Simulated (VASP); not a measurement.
Input of a VASP 6.6.1 run:

Contents of INCAR:

```
PREC     = Accurate       # precision mode
ENCUT    = 750            # plane-wave cutoff, eV
EDIFF    = 1E-6           # SCF threshold, eV
ISMEAR   = 0              # smearing method
SIGMA    = 0.01           # smearing width, eV
LREAL    = F              # projectors in reciprocal space
LASPH    = T              # aspherical terms in the spheres
NELM     = 120            # most SCF steps
ALGO     = Normal         # electronic algorithm
ISIF     = 2              # what is computed and relaxed
LWAVE    = F              # write WAVECAR
LCHARG   = F              # write CHGCAR
GGA      = PS             # functional
NBANDS   = 13             # bands
GGA_COMPAT= F
```

Contents of KPOINTS:

```
Automatic mesh
0
Gamma
  8 8 8
```

File POSCAR:

```
Li2S
1.0
    2.7857597957      2.7857597957      0.0000000000
   -2.7857597957      2.7857597957      0.0000000000
    0.0000000000      2.7857597957      2.7857597957
Li S
2 1
Direct
    0.2500000000      0.7500000000      0.5000000000
    0.7500000000      0.2500000000      0.5000000000
    0.0000000000      0.0000000000      0.0000000000
```

Potentials or basis: VASP PAW PBE potentials, release 64 (Li_sv, S).

Run with:

```bash
$ cat potpaw_PBE.64/Li_sv/POTCAR potpaw_PBE.64/S/POTCAR > POTCAR
$ mpirun -np 1 vasp_std > vasp.out
```

**Question.** Predict the pressure.

**Answer.** 2.0 GPa.

**Question.** Predict the band gap on the k mesh.

**Answer.** 3.17 eV, indirect (least direct gap 4.45 eV).

Caveat: the PAW data sets were made with another functional, which shifts forces and pressure a little. A k mesh can miss the band edges.
